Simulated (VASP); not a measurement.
Wanted: the native input for a VASP 6.6.1 run.

| Item | Value |
| --- | --- |
| Task | single point |
| Functional | PBE-based screened hybrid with 15 % exact exchange |
| Potentials or basis | VASP PAW PBE potentials, release 64 (Na_pv, H) |
| Cutoff | 520 eV |
| k mesh | 4 × 4 × 4 |
| Occupations | gaussian, width 0.01 eV |
| Spin | no spin polarisation |
| Dipole correction | no |
| Grid for exact exchange (PRECFOCK) | Normal |
| Share of exact exchange | 0.15 |
| Further INCAR settings | ALGO = Normal; EDIFF = 1e-06; NBANDS = 11 |
| Screening parameter | 0.3 1/Å |

The system is NaH.

```
CELL_PARAMETERS angstrom
0.00000 2.39751 2.39751
2.39751 0.00000 2.39751
2.39751 2.39751 0.00000
ATOMIC_POSITIONS crystal
Na 0.00000 0.00000 0.00000
H 0.50000 0.50000 0.50000
```

These files were run (other wordings do the same):

POSCAR

```
NaH
1.0
    0.0000000000      2.3975116422      2.3975116422
    2.3975116422      0.0000000000      2.3975116422
    2.3975116422      2.3975116422      0.0000000000
Na H
1 1
Direct
    0.0000000000      0.0000000000      0.0000000000
    0.5000000000      0.5000000000      0.5000000000
```

INCAR.step1

```
PREC = Accurate ; ENCUT = 520
EDIFF = 1E-5 ; ISMEAR = 0
SIGMA = 0.01 ; LREAL = False
LASPH = True ; NELM = 80
ALGO = Normal ; ISIF = 2
LWAVE = True ; LCHARG = False
GGA = PE ; NBANDS = 11
```

INCAR.step2

```
PREC = Accurate ; ENCUT = 520
EDIFF = 1E-6 ; ISMEAR = 0
SIGMA = 0.01 ; LREAL = False
LASPH = True ; NELM = 80
ALGO = Normal ; ISIF = 2
LWAVE = False ; LCHARG = False
GGA = PE ; LHFCALC = True
AEXX = 0.15 ; HFSCREEN = 0.3
PRECFOCK = Normal ; ISTART = 1
NBANDS = 11
```

KPOINTS

```
regular mesh
0
Gamma
  4 4 4
```

Potentials or basis: VASP PAW PBE potentials, release 64 (Na_pv, H).

Launch:

```sh
$ cat potpaw_PBE.64/Na_pv/POTCAR potpaw_PBE.64/H/POTCAR > POTCAR
$ cp INCAR.step1 INCAR
$ mpirun -np 1 vasp_std > vasp.out
$ cp INCAR.step2 INCAR
$ mpirun -np 1 vasp_std > vasp.out
```

Results of the run:

The pressure is 0.3 GPa and the band gap on the k mesh is 4.29 eV (least direct gap 5.20 eV).

Caveat: the k points lie up to 0.57 Å⁻¹ apart; the PAW data sets were made with another functional, which shifts forces and pressure a little.

It took 110 s on 1 thread of AMD EPYC 7R13, with other jobs on the host, peak memory 0.22 GiB.
